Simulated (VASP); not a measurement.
Wanted: the native input for a VASP 6.6.1 run.

```
Task                   : single point
Functional             : PBE
Potentials or basis    : VASP PAW PBE potentials, release 64 (Bi_d, O)
Cutoff                 : 520 eV
k mesh                 : 6 × 6 × 2
Occupations            : gaussian, width 0.2 eV
Spin                   : no spin polarisation
Dipole correction      : no
Further INCAR settings : ALGO = Normal; EDIFF = 1e-06; NBANDS = 61
```

The structure of Bi3O lies in POSCAR:

```
Bi3O
1.0
    4.0211800043     -0.0000463949      0.0000858978
   -0.0000270782      4.0181712189      0.0016762422
   -0.0003703972      0.0053332157     12.8182281586
Bi O
6 2
Direct
    0.4996066710      1.0003338921      0.9020847252
    0.0001157433      0.4996080173      0.0983740742
    0.5011737236      0.0013240316      0.5947868587
    1.0012462078      0.5008642218      0.7216762821
    0.9987946328      0.4986643743      0.4050941515
    0.4989040392     -0.0008314590      0.2780214670
    0.4999379207      0.4999973602      0.0000748070
    0.0002210616      1.0000395617     -0.0001123657
```

The input as run:

INCAR

```
SYSTEM = Bi3O
PREC = Accurate
ENCUT = 520
EDIFF = 1E-6
ISMEAR = 0
SIGMA = 0.2
LREAL = .FALSE.
LASPH = .TRUE.
NELM = 60
ALGO = Normal
ISIF = 2
LWAVE = .FALSE.
LCHARG = .FALSE.
GGA = PE
NBANDS = 61
```

KPOINTS

```
Automatic mesh
0
G
  6 6 2
  0 0 0
```

Potentials or basis: VASP PAW PBE potentials, release 64 (Bi_d, O).

Command:

```console
$ cat potpaw_PBE.64/Bi_d/POTCAR potpaw_PBE.64/O/POTCAR > POTCAR
$ mpirun -np 1 vasp_std > vasp.out
```

It gave:

```json
{"Pressure": "0.0 GPa", "Largest force": "0.030 eV/Å", "Band gap on the k mesh": "zero (bands 51 and 52 overlap by 2.44 eV)"}
```

Caveat: spin-orbit coupling is left out, which moves the levels of the heavy elements.

It took 10 min on 1 thread of Intel(R) Xeon(R) 6975P-C (Granite Rapids), with other jobs on the host, peak memory 0.5 GiB.
